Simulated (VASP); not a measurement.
Crystal: Ta5F2.

```xyz
7
Lattice="3.2610 -0.0417 -0.0196 -0.0417 3.3410 0.0127 -0.0603 0.0389 10.0280" Properties=species:S:1:pos:R:3 pbc="T T T"
Ta    1.6205    1.6814    1.6365
Ta    1.5943    1.7386    8.3789
Ta   -0.0299    0.0211    0.0723
Ta   -0.0256   -0.0113    3.2635
Ta   -0.0261   -0.0297    6.7223
F    -0.0660    1.7226    4.9892
F     1.5807   -0.0571    5.0109
```

```yaml
Program: VASP 6.6.1
Task: relaxation of cell and atoms
Functional: PBE
Potentials_or_basis: VASP PAW PBE potentials, release 64 (Ta_pv, F)
Cutoff: 600 eV
k_mesh: 6 × 6 × 2
Occupations: gaussian, width 0.2 eV
Spin: no spin polarisation
```

At the start: pressure -0.1 GPa; volume 15.60 Å³/atom.

Q: How do energy, volume and symmetry change on relaxing?

A: Over 12 steps the energy falls by 26.6 meV/atom and the volume is 15.51 Å³/atom (-0.6 %); space group P1 (No. 1, to 0.1 Å) before, P4/mmm (No. 123, to 0.1 Å).

Step by step:
| step | energy change (eV) | largest force (eV/Å) | pressure (GPa) | volume (Å³) |
| --- | --- | --- | --- | --- |
| 1 | 0.0000 | 1.1340 | -0.13 | 109.23 |
| 2 | -0.1522 | 0.3974 | -0.60 | 109.00 |
| 3 | -0.1547 | 0.4618 | -0.60 | 108.96 |
| 4 | -0.1740 | 0.2177 | 1.08 | 108.00 |
| 5 | -0.1741 | 0.2237 | 1.23 | 107.91 |
| 6 | -0.1792 | 0.1410 | -1.16 | 109.25 |
| 7 | -0.1813 | 0.1495 | -0.34 | 108.78 |
| 8 | -0.1844 | 0.0739 | -0.04 | 108.58 |
| 9 | -0.1846 | 0.1058 | 0.05 | 108.52 |
| 10 | -0.1855 | 0.0383 | 0.01 | 108.55 |
| 11 | -0.1856 | 0.0481 | -0.01 | 108.57 |
| 12 | -0.1859 | 0.0162 | 0.00 | 108.56 |

Final structure:
```
Ta F
1.0
     3.27395    0.00001    0.00107
     0.00082    3.27934   -0.00103
     0.00360   -0.00256   10.11123
Ta F
5 2
Direct
  0.50093 0.50099 0.16597
  0.50195 0.49974 0.83397
  0.00151 0.00057 0.99987
  0.00074 0.00122 0.33266
  0.00339 0.99855 0.66759
  0.99587 0.49971 0.49830
  0.49561 0.99921 0.50163
```
